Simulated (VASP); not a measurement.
Here is a VASP 6.6.1 calculation.

The input INCAR:

```
PREC = Accurate
ENCUT = 520
EDIFF = 1E-6
ISMEAR = 0
SIGMA = 0.1
LREAL = F
LASPH = T
NELM = 60
ALGO = Normal
ISIF = 2
LWAVE = F
LCHARG = F
LDIPOL = T
IDIPOL = 3
DIPOL = 0.5 0.5 0.500
GGA = PE
NBANDS = 26
```

The input KPOINTS:

```
Automatic mesh
0
Gamma
  6 6 1
```

The input POSCAR:

```
NbSb
1.0
    3.6433438400      0.0000000000      0.0000000000
   -1.8216719200      3.1552283300      0.0000000000
    0.0000000000      0.0000000000     21.0000000000
Nb Sb
2 2
Direct
    0.3333333300      0.6666666700      0.4384233800
    0.6666666700      0.3333333300      0.5615766200
    0.6666666700      0.3333333300      0.3445242100
    0.3333333300      0.6666666700      0.6554757900
```

Potentials or basis: VASP PAW PBE potentials, release 64 (Nb_sv, Sb).

Launch:

```console
$ cat potpaw_PBE.64/Nb_sv/POTCAR potpaw_PBE.64/Sb/POTCAR > POTCAR
$ mpirun -np 1 vasp_std > vasp.out
```

Task: Estimate the band gap on the k mesh.

Result: Zero (band 18 reaches 0.60 eV, above the bottom of band 19 at 0.12 eV).

Task: What does it give for the largest force?

Result: 1.528 eV/Å.

Forces in eV/Å, atoms in the order of the input:
```
Nb   0.000  0.000  1.528
Nb   0.000  0.000 -1.528
Sb   0.000  0.000  0.425
Sb   0.000  0.000 -0.425
```

Caveat: spin-orbit coupling is left out, which moves the levels of the heavy elements.
